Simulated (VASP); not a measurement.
Wanted: the native input for a VASP 6.6.1 run.

| Quantity | Value |
| --- | --- |
| Task | single point |
| Functional | PBE |
| Potentials or basis | VASP PAW PBE potentials, release 64 (In_d, As) |
| Cutoff | 500 eV |
| k mesh | 6 × 6 × 6, shifted |
| Occupations | fermi-dirac, width 0.02 eV |
| Spin | no spin polarisation |
| Dipole correction | no |
| Further INCAR settings | ALGO = Normal; EDIFF = 1e-06; NBANDS = 16; ISYM = 0 |

The structure of InAs lies in POSCAR:

```
InAs
1.0
    0.0000000000      2.8414337288      2.8414337288
    2.8414337288      0.0000000000      2.8414337288
    2.8414337288      2.8414337288      0.0000000000
In As
1 1
Direct
    0.0000000000      0.0000000000      0.0000000000
    0.5000000000      0.5000000000      0.5000000000
```

The input as run:

INCAR

```
SYSTEM = InAs
PREC = Accurate
ENCUT = 500
EDIFF = 1E-6
ISMEAR = -1
SIGMA = 0.02
LREAL = .FALSE.
LASPH = .TRUE.
NELM = 120
ALGO = Normal
ISIF = 2
LWAVE = .FALSE.
LCHARG = .FALSE.
GGA = PE
NBANDS = 16
ISYM = 0
GGA_COMPAT = .FALSE.
```

KPOINTS

```
Automatic mesh
0
Gamma
  6 6 6
  0.5 0.5 0.5
```

Potentials or basis: VASP PAW PBE potentials, release 64 (In_d, As).

Command:

```console
$ cat potpaw_PBE.64/In_d/POTCAR potpaw_PBE.64/As/POTCAR > POTCAR
$ mpirun -np 1 vasp_std > vasp.out
```

It gave:

```yaml
Pressure: 2.4 GPa
Band_gap_on_the_k_mesh: zero (bands 9 and 10 overlap by 1.92 eV)
```

Caveat: the structure was generated, so it needn't be the stable form of InAs; spin-orbit coupling is left out, which moves the levels of the heavy elements.

Wall time 8.5 min on 1 thread of Intel Xeon 8259CL, on a shared host, peak memory 0.42 GiB.
